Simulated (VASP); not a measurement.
Write the native input for VASP 6.6.1 that does the following.

```yaml
Task: single point
Functional: SVWN5
Potentials_or_basis: VASP PAW PBE potentials, release 64 (Br, K_sv)
Cutoff: 500 eV
k_mesh: 7 × 7 × 7
Occupations: fermi-dirac, width 0.1 eV
Spin: no spin polarisation
Dipole_correction: no
Further_INCAR_settings: ALGO = Normal; EDIFF = 1e-06; NBANDS = 15
```

The structure of KBr lies in POSCAR:

```
KBr
1.0
    0.0000000000      3.0634486300      3.0634486300
    3.0634486300      0.0000000000      3.0634486300
    3.0634486300      3.0634486300      0.0000000000
Br K
1 1
Direct
    0.5000000000      0.5000000000      0.5000000000
    0.0000000000      0.0000000000      0.0000000000
```

One way to write it, as run:

INCAR

```
SYSTEM = KBr
ALGO = Normal ; EDIFF = 1E-6
ENCUT = 500 ; GGA = VW
GGA_COMPAT = .FALSE. ; ISIF = 2
ISMEAR = -1 ; LASPH = .TRUE.
LCHARG = .FALSE. ; LREAL = .FALSE.
LWAVE = .FALSE. ; NBANDS = 15
NELM = 120 ; PREC = Accurate
SIGMA = 0.1
```

KPOINTS

```
k-points
0
G
  7 7 7
  0 0 0
```

Potentials or basis: VASP PAW PBE potentials, release 64 (Br, K_sv).

Launch:

```bash
$ cat potpaw_PBE.64/Br/POTCAR potpaw_PBE.64/K_sv/POTCAR > POTCAR
$ mpirun -np 1 vasp_std > vasp.out
```

It gave:

- Pressure: 3.3 GPa
- Band gap on the k mesh: 4.70 eV

Caveat: the cell stands under pressure; the PAW data sets were made with another functional, which shifts forces and pressure a little.

Wall time 28 s on 1 thread of AMD EPYC 7R43 64-Core Processor (Zen 3) (shared host), peak memory 0.12 GiB.
